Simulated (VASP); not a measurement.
LaNi2AsN, 15 atoms in the cell. The cell holds a disordered packing, 15 atoms: a = 6.179 Å, b = 6.179 Å, c = 6.179 Å, α = 90.00°, β = 90.00°, γ = 90.00°. 

```yaml
Program: VASP 6.6.1
Task: single point
Functional: PBEsol
Potentials_or_basis: VASP PAW PBE potentials, release 64 (As_d, La, N, Ni_sv_GW)
Cutoff: 520 eV
k_mesh: 1 × 1 × 1
Occupations: gaussian, width 0.05 eV
Spin: no spin polarisation
Dipole_correction: no
Further_INCAR_settings: LREAL = Auto; ALGO = Normal; EDIFF = 1e-06; NBANDS = 114
```

Potentials or basis: VASP PAW PBE potentials, release 64 (As_d, La, N, Ni_sv_GW).

Command:

```bash
$ cat potpaw_PBE.64/As_d/POTCAR potpaw_PBE.64/La/POTCAR potpaw_PBE.64/N/POTCAR potpaw_PBE.64/Ni_sv_GW/POTCAR > POTCAR
$ mpirun -np 1 vasp_gam > vasp.out
```

Hardware: 1 thread of Intel(R) Xeon(R) 6975P-C (Granite Rapids), on a shared host.

Question: How long does it take, and how much memory?

Answer: Wall time 3.5 min on 1 thread of Intel(R) Xeon(R) 6975P-C (Granite Rapids) (shared host), peak memory 0.38 GiB. Counts: scf iterations 55, k points 1.
